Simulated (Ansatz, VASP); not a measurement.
Two plane-wave programs on Bi2Te3

The input INCAR:

```
PREC = Accurate ; ENCUT = 520
EDIFF = 1E-6 ; ISMEAR = 0
SIGMA = 0.01 ; LREAL = False
LASPH = True ; NELM = 60
ALGO = Normal ; ISIF = 2
LWAVE = False ; LCHARG = False
GGA = PE ; NBANDS = 32
```

KPOINTS

```
regular mesh
0
Gamma
  6 6 6
```

Contents of POSCAR:

```
Bi2Te3
1.0
    2.1930000000      1.2661290000     10.1656670000
   -2.1930000000      1.2661290000     10.1656670000
    0.0000000000     -2.5322580000     10.1656670000
Bi Te
2 3
Direct
    0.4000000000      0.4000000000      0.4000000000
    0.6263269646      0.6263269646      0.5473460708
    0.0000000000      0.0000000000      0.0000000000
    0.2095000000      0.2095000000      0.2095000000
    0.7905000000      0.7905000000      0.7905000000
```

Input for Ansatz:

```yaml
crystal:
  lattice:
    - [2.193, 1.266129, 10.165667]
    - [-2.193, 1.266129, 10.165667]
    - [0.0, -2.532258, 10.165667]
  atoms:
    - { symbol: Bi, position: [0.4, 0.4, 0.4] }
    - { symbol: Bi, position: [0.6263269645773324, 0.6263269645773324, 0.5473460708453352] }
    - { symbol: Te, position: [0.0, 0.0, 0.0] }
    - { symbol: Te, position: [0.2095, 0.2095, 0.2095] }
    - { symbol: Te, position: [0.7905, 0.7905, 0.7905] }
kpoints:
  mp_grid:
    grid: [6, 6, 6]
    shift: [0.0, 0.0, 0.0]
scf:
  occupations:
    method: fixed
output:
  forces: true
```

Alike in both runs: task single point; functional PBE; k mesh 6 × 6 × 6; no spin polarisation.

```csv
,VASP,Ansatz
version,VASP 6.6.1,Ansatz 0.2.0
potentials or method,"VASP PAW PBE potentials, release 64 (Bi_d, Te)","plane waves, PAW"
plane-wave cutoff (eV),520,420
occupations,"gaussian, width 0.01 eV",fixed
valence electrons in the cell,48,78
```

```csv
,VASP,Ansatz,Ansatz less VASP
rms of the force components (eV/Å),0.175,0.173,-0.0016
```

Atom by atom the forces differ by 0.006 eV/Å (rms over components). VASP's potentials hold 48 valence electrons a cell and Ansatz's 78, so a difference there can come from the potentials and not from the codes.

Neither program's run includes spin-orbit coupling.
